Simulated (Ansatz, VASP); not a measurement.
Two plane-wave programs on Zr2HS4

File INCAR:

```
PREC     = Accurate       # precision mode
ENCUT    = 400            # plane-wave cutoff, eV
EDIFF    = 1E-6           # SCF threshold, eV
ISMEAR   = 0              # smearing method
SIGMA    = 0.05           # smearing width, eV
LREAL    = False          # projectors in reciprocal space
LASPH    = True           # aspherical terms in the spheres
NELM     = 120            # most SCF steps
ALGO     = Normal         # electronic algorithm
ISIF     = 2              # what is computed and relaxed
LWAVE    = False          # write WAVECAR
LCHARG   = False          # write CHGCAR
LDIPOL   = True         
IDIPOL   = 3            
DIPOL    = 0.5 0.5 0.281
GGA      = PE             # functional
IVDW     = 12             # dispersion correction
NBANDS   = 62             # bands
GGA_COMPAT= False        
NELMDL   = -8
```

The input KPOINTS:

```
Automatic mesh
0
Gamma
  6 6 1
```

POSCAR

```
Zr2HS4
1.0
    7.2976778227      0.0000000000      0.0000000000
   -3.6488389114      6.3199743831      0.0000000000
    0.0000000000      0.0000000000     20.9171506047
S Zr H
8 4 2
Direct
    0.3333333333      0.1666666667      0.1912306354
    0.3333333333      0.6666666667      0.1912306354
    0.8333333333      0.1666666667      0.1912306354
    0.8333333333      0.6666666667      0.1912306354
    0.1666666667      0.3333333333      0.3306927762
    0.1666666667      0.8333333333      0.3306927762
    0.6666666667      0.3333333333      0.3306927762
    0.6666666667      0.8333333333      0.3306927762
    0.0000000000      0.0000000000      0.2609617058
    0.0000000000      0.5000000000      0.2609617058
    0.5000000000      0.0000000000      0.2609617058
    0.5000000000      0.5000000000      0.2609617058
    0.3575287687      0.7150575375      0.3981015752
    0.4758045646      0.9516091292      0.3981015752
```

Input for Ansatz:

```yaml
crystal:
  lattice:
    - [7.2976778227, 0.0, 0.0]
    - [-3.6488389114, 6.3199743831, 0.0]
    - [0.0, 0.0, 20.9171506047]
  atoms:
    - { symbol: S, position: [0.3333333333, 0.1666666667, 0.1912306354] }
    - { symbol: S, position: [0.3333333333, 0.6666666667, 0.1912306354] }
    - { symbol: S, position: [0.8333333333, 0.1666666667, 0.1912306354] }
    - { symbol: S, position: [0.8333333333, 0.6666666667, 0.1912306354] }
    - { symbol: Zr, position: [0.0, 0.0, 0.2609617058] }
    - { symbol: Zr, position: [0.0, 0.5, 0.2609617058] }
    - { symbol: Zr, position: [0.5, 0.0, 0.2609617058] }
    - { symbol: Zr, position: [0.5, 0.5, 0.2609617058] }
    - { symbol: S, position: [0.1666666667, 0.3333333333, 0.3306927762] }
    - { symbol: S, position: [0.1666666667, 0.8333333333, 0.3306927762] }
    - { symbol: S, position: [0.6666666667, 0.3333333333, 0.3306927762] }
    - { symbol: S, position: [0.6666666667, 0.8333333333, 0.3306927762] }
    - { symbol: H, position: [0.3575287687, 0.7150575375, 0.3981015752] }
    - { symbol: H, position: [0.4758045646, 0.9516091292, 0.3981015752] }
basis:
  ecutwfc: 420
kpoints:
  mp_grid: { grid: [6, 6, 1] }
hamiltonian:
  xc: pbe
  pseudopotentials: { kind: paw, azcp: { folder: soft_1 } }
  dispersion: d3bj
scf:
  occupations: { method: gaussian, width: 0.05 }
output:
  forces: true
  eigenvalues: true
efield:
  axis: 3
  dipole_correction: true
  ramp_width: 0.04
```

Alike in both runs: task single point; functional PBE; dispersion D3(BJ); k mesh 6 × 6 × 1; occupations gaussian, width 0.05 eV; no spin polarisation.

```csv
,VASP,Ansatz
version,VASP 6.6.1,Ansatz 0.2.0
potentials or method,"VASP PAW PBE potentials, release 64 (S, Zr_sv, H), cutoff 400 eV","scalar-relativistic, plane waves, PAW"
valence electrons in the cell,98,98
```

VASP gave:

* gap on the k mesh at the Fermi level (eV): 0.78
* least direct gap on the mesh (eV): 0.82
* rms of the force components (eV/Å): 0.779

Estimate Ansatz's values.

gap on the k mesh at the Fermi level (eV): 0.78; least direct gap on the mesh (eV): 0.82; rms of the force components (eV/Å): 0.781.
